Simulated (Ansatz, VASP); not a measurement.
**One calculation of SnO2, two programs**

```
CELL_PARAMETERS angstrom
4.79969 0.00000 0.00000
0.00000 4.79969 0.00000
0.00000 0.00000 3.22833
ATOMIC_POSITIONS crystal
Sn 0.00000 0.00000 0.00000
Sn 0.50000 0.50000 0.50000
O 0.30562 0.30562 0.00000
O 0.19438 0.80562 0.50000
O 0.69438 0.69438 0.00000
O 0.80562 0.19438 0.50000
```

Change from the starting cell: volume scaled by 1.04, PAW files.

Alike in both runs: task electric field gradients; functional LDA; k mesh 4 × 4 × 6; occupations fermi-dirac, width 0.03 eV; no spin polarisation.

```csv
,VASP,Ansatz
version,VASP 6.6.1,Ansatz 0.2.0
potentials or method,"VASP PAW LDA potentials, release 64 (Sn_d, O)","PAW with Ansatz's default frozen-core files, scalar-relativistic"
plane-wave cutoff (eV),520,420
valence electrons in the cell,52,52
```

|  | VASP | Ansatz | Ansatz less VASP |
| --- | --- | --- | --- |
| pressure (GPa) | -7.7 | -8.6 | -0.90 |
| traceless stress, the component that is largest in VASP (GPa) | -0.80 | -1.05 | -0.256 |
| rms of the force components (eV/Å) | 0.082 | 0.091 | +0.0089 |
| size of Vzz on the site where it differs most (V/Å²) | 53.3 | 52.3 | -0.99 |

LDA's correlation is that of Perdew and Zunger in VASP and of Perdew and Wang (1992) in Ansatz. Atom by atom the forces differ by 0.009 eV/Å (rms over components).
